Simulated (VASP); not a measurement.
Sb2Pt: single point with LDA

Sb2Pt:

```
CELL_PARAMETERS angstrom
6.42171 0.00000 0.00000
0.00000 6.42171 0.00000
0.00000 0.00000 6.42171
ATOMIC_POSITIONS crystal
Sb 0.37466 0.37466 0.37466
Sb 0.12534 0.62534 0.87466
Sb 0.87466 0.12534 0.62534
Sb 0.62534 0.87466 0.12534
Sb 0.62534 0.62534 0.62534
Sb 0.87466 0.37466 0.12534
Sb 0.12534 0.87466 0.37466
Sb 0.37466 0.12534 0.87466
Pt 0.00000 0.00000 0.00000
Pt 0.50000 0.00000 0.50000
Pt 0.50000 0.50000 0.00000
Pt 0.00000 0.50000 0.50000
```

```
Program                : VASP 6.6.1
Task                   : single point
Functional             : LDA
Potentials or basis    : VASP PAW LDA potentials, release 64 (Sb, Pt)
Cutoff                 : 520 eV
k mesh                 : 6 × 6 × 6
Occupations            : gaussian, width 0.1 eV
Spin                   : no spin polarisation
Dipole correction      : no
Further INCAR settings : ALGO = Normal; EDIFF = 1e-07; NBANDS = 52
```

| Quantity | Value |
| --- | --- |
| Pressure | 0.3 GPa |
| Largest force | 0.035 eV/Å |
| Band gap on the k mesh | zero (bands 40 and 41 overlap by 0.04 eV) |

Forces in eV/Å, atoms in the order of the input:
```
Sb  -0.020 -0.020 -0.020
Sb   0.020  0.020 -0.020
Sb  -0.020  0.020  0.020
Sb   0.020 -0.020  0.020
Sb   0.020  0.020  0.020
Sb  -0.020 -0.020  0.020
Sb   0.020 -0.020 -0.020
Sb  -0.020  0.020 -0.020
Pt   0.000  0.000  0.000
Pt   0.000  0.000  0.000
Pt   0.000  0.000  0.000
Pt   0.000  0.000  0.000
```

Levels at points of the mesh, in eV from the Fermi level:
| k point | band 37 | band 38 | band 39 | band 40 | band 41 | band 42 | band 43 | band 44 |
| --- | --- | --- | --- | --- | --- | --- | --- | --- |
| (0.00, 0.00, 0.00) | -1.79 | -0.57 | -0.57 | -0.57 | -0.03 | -0.03 | -0.03 | 0.82 |
| (0.50, 0.00, 0.00) | -1.49 | -1.49 | -0.68 | -0.68 | 0.75 | 0.75 | 1.51 | 1.51 |
| (0.50, 0.50, 0.00) | -0.79 | -0.79 | -0.79 | -0.79 | 1.73 | 1.73 | 1.73 | 1.73 |
| (0.50, 0.50, 0.50) | -0.72 | -0.72 | -0.72 | -0.72 | -0.05 | -0.05 | -0.05 | -0.05 |

Wall time 4.1 min on 1 thread of Intel(R) Xeon(R) Platinum 8259CL CPU @ 2.50GHz (Skylake/Cascade Lake), on a shared host, peak memory 0.42 GiB.

Caveat: spin-orbit coupling is left out, which moves the levels of the heavy elements.
